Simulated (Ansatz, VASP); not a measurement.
# One calculation of CdF2, two programs

File INCAR:

```
  PREC = Accurate
  ENCUT = 520
  EDIFF = 1E-6
  ISMEAR = 0
  SIGMA = 0.02
  LREAL = F
  LASPH = T
  NELM = 80
  ALGO = Normal
  ISIF = 2
  LWAVE = F
  LCHARG = F
  GGA = PE
  NBANDS = 20
```

The input KPOINTS:

```
regular mesh
0
Gamma
  8 8 8
```

POSCAR

```
CdF2
1.0
    0.0000000000      2.6847889010      2.6847889010
    2.6847889010      0.0000000000      2.6847889010
    2.6847889010      2.6847889010      0.0000000000
Cd F
1 2
Direct
    0.0000000000      0.0000000000      0.0000000000
    0.2500000000      0.2500000000      0.2500000000
    0.7500000000      0.7500000000      0.7500000000
```

Input for Ansatz:

```yaml
crystal:
  lattice:
    - [0.0, 2.684788901, 2.684788901]
    - [2.684788901, 0.0, 2.684788901]
    - [2.684788901, 2.684788901, 0.0]
  atoms:
    - { symbol: Cd, position: [0.0, 0.0, 0.0] }
    - { symbol: F, position: [0.25, 0.25, 0.25] }
    - { symbol: F, position: [0.75, 0.75, 0.75] }
basis:
  ecutwfc: 420
kpoints:
  mp_grid: { grid: [8, 8, 8] }
hamiltonian:
  xc: pbe
scf:
  occupations: { method: gaussian, width: 0.02 }
output:
  forces: true
  stress: true
  eigenvalues: true
```

Alike in both runs: task single point; functional PBE; k mesh 8 × 8 × 8; occupations gaussian, width 0.02 eV; no spin polarisation.

|  | VASP | Ansatz |
| --- | --- | --- |
| version | VASP 6.6.1 | Ansatz 0.2.0 |
| potentials or method | VASP PAW PBE potentials, release 64 (Cd, F), cutoff 520 eV | scalar-relativistic, plane waves, PAW |
| valence electrons in the cell | 26 | 34 |

Ansatz gave:

| Property | Result |
| --- | --- |
| gap on the k mesh at the Fermi level (eV) | 3.14 |
| least direct gap on the mesh (eV) | 3.62 |
| pressure (GPa) | 6.7 |

Question: Estimate VASP's values.

Answer: gap on the k mesh at the Fermi level (eV): 3.10; least direct gap on the mesh (eV): 3.59; pressure (GPa): 7.5.

VASP's potentials hold 26 valence electrons a cell and Ansatz's 34, so a difference there can come from the potentials and not from the codes.
